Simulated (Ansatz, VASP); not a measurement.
# One calculation of WSe, two programs

```xyz
2
Lattice="1.8702 1.0798 3.0814 -1.8702 1.0798 3.0814 0.0000 -2.1596 3.0814" Properties=species:S:1:pos:R:3 pbc="T T T"
W     0.0000    0.0000    4.6221
Se    0.0000    0.0000    0.0000
```

Alike in both runs: task relaxation of cell and atoms; functional PBE; k mesh 6 × 6 × 6; occupations gaussian, width 0.1 eV; no spin polarisation.

|  | VASP | Ansatz |
| --- | --- | --- |
| version | VASP 6.6.1 | Ansatz 0.2.0 |
| potentials or method | VASP PAW PBE potentials, release 64 (W_sv, Se), cutoff 600 eV | scalar-relativistic, plane waves, PAW |
| valence electrons in the cell | 20 | 30 |

Ansatz gave:

* gap on the k mesh at the Fermi level, each at its own relaxed structure (eV): none
* relaxed volume (Å³/atom): 16.33
* relaxed length of the cell vector where the two differ most in proportion (Å): 4.395

What did VASP give for the same quantities?

gap on the k mesh at the Fermi level, each at its own relaxed structure (eV): none; relaxed volume (Å³/atom): 16.37; relaxed length of the cell vector where the two differ most in proportion (Å): 4.404.

A gap of «none» marks a metal or a gap that the smearing closes. VASP's potentials hold 20 valence electrons a cell and Ansatz's 30, so a difference there can come from the potentials and not from the codes.

Neither program's run includes spin-orbit coupling.
